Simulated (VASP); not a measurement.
Write the native input for VASP 6.6.1 that does the following.

```
Task                   : single point
Functional             : LDA
Potentials or basis    : VASP PAW LDA potentials, release 64 (Ti_sv, Te)
Cutoff                 : 500 eV
k mesh                 : 5 × 5 × 5
Occupations            : gaussian, width 0.05 eV
Spin                   : collinear spin
Starting moments       : [1.94, -0.08] μB
Hubbard terms          : Ti d U = 3.0 eV
Dipole correction      : no
Further INCAR settings : ALGO = Normal; EDIFF = 1e-06; NBANDS = 20
```

The structure of TiTe lies in POSCAR:

```
TiTe
1.0
    3.6310931200      0.0000000000      0.0000000000
    0.0000000000      3.6310931200      0.0000000000
    0.0000000000      0.0000000000      3.6310931200
Ti Te
1 1
Direct
    0.0000000000      0.0000000000      0.0000000000
    0.5000000000      0.5000000000      0.5000000000
```

One way to write it, as run:

INCAR

```
  ALGO = Normal
  EDIFF = 1E-6
  ENCUT = 500
  GGA_COMPAT = False
  ISIF = 2
  ISMEAR = 0
  ISPIN = 2
  LASPH = True
  LCHARG = True
  LDAU = True
  LDAUJ = 0 0
  LDAUL = 2 -1
  LDAUPRINT = 1
  LDAUTYPE = 2
  LDAUU = 3 0
  LELF = True
  LMAXMIX = 4
  LORBIT = 11
  LREAL = False
  LVHAR = True
  LWAVE = False
  MAGMOM = 1.94 -0.08
  NBANDS = 20
  NELM = 200
  PREC = Accurate
  SIGMA = 0.05
```

KPOINTS

```
k-points
0
Gamma
  5 5 5
```

Potentials or basis: VASP PAW LDA potentials, release 64 (Ti_sv, Te).

The run is started by

```console
$ cat potpaw_LDA.64/Ti_sv/POTCAR potpaw_LDA.64/Te/POTCAR > POTCAR
$ mpirun -np 1 vasp_std > vasp.out
```

Results of the run:

| Property | Result |
| --- | --- |
| Pressure | -14.1 GPa |
| Net moment | 0.11 μB per cell |
| Site moments | Ti +0.10; Te -0.01 μB |
| Valence electrons inside the program's atomic spheres | Ti 9.96; Te 3.40 |

Caveat: the cell stands under tension; a moment this small can come from the mesh or the smearing; the U is typed as a test and isn't derived for this compound.

It took 10 s on 1 thread of Intel(R) Xeon(R) 6975P-C (Granite Rapids) (shared host), peak memory 0.15 GiB.
